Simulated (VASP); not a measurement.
A run of VASP 6.6.1 is set up as follows.

Contents of INCAR:

```
SYSTEM = Si2W3
ALGO = Fast
EDIFF = 1E-6
ENCUT = 520
GGA = PE
ISIF = 2
ISMEAR = 0
LASPH = .TRUE.
LCHARG = .FALSE.
LREAL = .FALSE.
LWAVE = .FALSE.
NBANDS = 61
NELM = 100
PREC = Accurate
SIGMA = 0.15
```

KPOINTS

```
k-points
0
G
  6 6 12
  0 0 0
```

File POSCAR:

```
Si2W3
1.0
    7.1604370404      0.0000000000      0.0000000000
    0.0000000000      7.1604370404      0.0000000000
    0.0000000000      0.0000000000      3.5773070932
Si W
4 6
Direct
    0.1342329886      0.6342329886      0.0000000000
    0.8657670114      0.3657670114      0.0000000000
    0.6342329886      0.8657670114      0.0000000000
    0.3657670114      0.1342329886      0.0000000000
    0.5000000000      0.5000000000      0.0000000000
    0.0000000000      0.0000000000      0.0000000000
    0.6595119696      0.1595119696      0.5000000000
    0.3404880304      0.8404880304      0.5000000000
    0.1595119696      0.3404880304      0.5000000000
    0.8404880304      0.6595119696      0.5000000000
```

Potentials or basis: VASP PAW PBE potentials, release 64 (Si, W_sv).

The run is started by

```bash
$ cat potpaw_PBE.64/Si/POTCAR potpaw_PBE.64/W_sv/POTCAR > POTCAR
$ mpirun -np 1 vasp_std > vasp.out
```

Problem. What does it give for the largest force?

Solution. 0.569 eV/Å.

Problem. What does it give for the band gap on the k mesh?

Solution. Zero (band 50 reaches 9.38 eV, above the bottom of band 51 at 8.22 eV).

Problem. What does it give for the pressure?

Solution. -35.2 GPa.

Forces on the atoms (eV/Å):
```
Si   0.110  0.110  0.000
Si  -0.110 -0.110  0.000
Si   0.110 -0.110  0.000
Si  -0.110  0.110  0.000
W    0.000  0.000  0.000
W    0.000  0.000  0.000
W   -0.402 -0.402  0.000
W    0.402  0.402  0.000
W   -0.402  0.402  0.000
W    0.402 -0.402  0.000
```

Caveat: the cell differs from its parent crystal (strain +0.080 along x and y, +0.080 along z); spin-orbit coupling is left out, which moves the levels of the heavy elements.
